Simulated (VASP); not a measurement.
Write the native input for VASP 6.6.1 that does the following.

- Task: single point
- Functional: r2SCAN
- Potentials or basis: VASP PAW PBE potentials, release 64 (Al, N)
- Cutoff: 520 eV
- k mesh: 10 × 10 × 10
- Occupations: gaussian, width 0.01 eV
- Spin: no spin polarisation
- Dipole correction: no
- Further INCAR settings: ALGO = Normal; EDIFF = 1e-06; NBANDS = 11

The system is AlN.

```
Al N
1.0
     2.18490    2.18490    0.00000
    -2.18490    2.18490    0.00000
     0.00000    2.18490    2.18490
Al N
1 1
Direct
  0.00000 0.00000 0.00000
  0.25000 0.75000 0.50000
```

These files were run (other wordings do the same):

POSCAR

```
AlN
1.0
    2.1848998483      2.1848998483      0.0000000000
   -2.1848998483      2.1848998483      0.0000000000
    0.0000000000      2.1848998483      2.1848998483
Al N
1 1
Direct
    0.0000000000      0.0000000000      0.0000000000
    0.2500000000      0.7500000000      0.5000000000
```

INCAR.step1

```
PREC = Accurate ; ENCUT = 520
ISMEAR = 0 ; SIGMA = 0.01
LREAL = False ; LASPH = True
NELM = 60 ; NBANDS = 11
GGA = PE ; ALGO = Normal
EDIFF = 1E-4 ; LWAVE = True
LCHARG = False
```

INCAR.step2

```
PREC = Accurate ; ENCUT = 520
EDIFF = 1E-6 ; ISMEAR = 0
SIGMA = 0.01 ; LREAL = False
LASPH = True ; NELM = 60
ALGO = Normal ; ISIF = 2
LWAVE = False ; LCHARG = False
METAGGA = R2SCAN ; LMIXTAU = True
NBANDS = 11 ; ISTART = 1
```

KPOINTS

```
regular mesh
0
Gamma
  10 10 10
```

Potentials or basis: VASP PAW PBE potentials, release 64 (Al, N).

Run with:

```sh
$ cat potpaw_PBE.64/Al/POTCAR potpaw_PBE.64/N/POTCAR > POTCAR
$ cp INCAR.step1 INCAR
$ mpirun -np 1 vasp_std > vasp.out
$ cp INCAR.step2 INCAR
$ mpirun -np 1 vasp_std > vasp.out
```

It gave:

```
Pressure               : -0.4 GPa
Band gap on the k mesh : 3.93 eV, indirect (least direct gap 4.88 eV)
```

Caveat: the PAW data sets were made with another functional, which shifts forces and pressure a little.

Run time: 24 s on 1 thread of Intel Xeon 6975P-C, with other jobs on the host, peak memory 0.14 GiB.
